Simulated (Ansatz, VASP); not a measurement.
## Ag: VASP beside Ansatz

POSCAR

```
Ag
1.0
    0.0000000000      2.0533155000      2.0431000000
    2.0431000000      0.0000000000      2.0431000000
    2.0431000000      2.0533155000      0.0000000000
Ag
1
Direct
    0.0000000000      0.0000000000      0.0000000000
```

File INCAR.step1:

```
SYSTEM = Ag
  PREC = Accurate
  ENCUT = 520
  ISMEAR = 0
  SIGMA = 0.15
  LREAL = .False.
  LASPH = .True.
  NELM = 60
  NBANDS = 12
  GGA = PE
  ALGO = Normal
  EDIFF = 1E-4
  LWAVE = .True.
  LCHARG = .False.
```

INCAR.step2

```
SYSTEM = Ag
  PREC = Accurate
  ENCUT = 520
  EDIFF = 1E-7
  ISMEAR = 0
  SIGMA = 0.15
  LREAL = .False.
  LASPH = .True.
  NELM = 60
  ALGO = Normal
  ISIF = 2
  LWAVE = .False.
  LCHARG = .False.
  METAGGA = R2SCAN
  LMIXTAU = .True.
  NBANDS = 12
  ISTART = 1
```

File KPOINTS:

```
regular mesh
0
Gamma
  20 20 20
  0 0 0
```

Input for Ansatz:

```yaml
crystal:
  lattice:
    - [0.0, 2.0533155, 2.0431]
    - [2.0431, 0.0, 2.0431]
    - [2.0431, 2.0533155, 0.0]
  atoms:
    - { symbol: Ag, position: [0.0, 0.0, 0.0] }
basis:
  ecutwfc: 500
kpoints:
  mp_grid: { grid: [20, 20, 20] }
hamiltonian:
  xc: r2scan
scf:
  occupations: { method: gaussian, width: 0.15 }
output:
  forces: true
  stress: true
  eigenvalues: true
```

Change from the starting cell: strain +0.0050 x Voigt [0, 1, 0, 0, 0, 0], atoms carried along.

Alike in both runs: task single point; functional r2SCAN; k mesh 20 × 20 × 20; occupations gaussian, width 0.15 eV; no spin polarisation.

|  | VASP | Ansatz |
| --- | --- | --- |
| version | VASP 6.6.1 | Ansatz 0.2.0 |
| potentials or method | VASP PAW PBE potentials, release 64 (Ag), cutoff 520 eV | scalar-relativistic, plane waves, PAW |
| valence electrons in the cell | 11 | 19 |

|  | VASP | Ansatz | Ansatz less VASP |
| --- | --- | --- | --- |
| gap on the k mesh at the Fermi level (eV) | none | none | - |
| pressure (GPa) | 1.0 | 0.9 | -0.15 |
| traceless stress, the component that is largest in VASP (GPa) | -0.13 | -0.12 | +0.003 |

VASP's potentials were made for PBE, not for r2SCAN. A gap of «none» marks a metal or a gap that the smearing closes. VASP's potentials hold 11 valence electrons a cell and Ansatz's 19, so a difference there can come from the potentials and not from the codes.
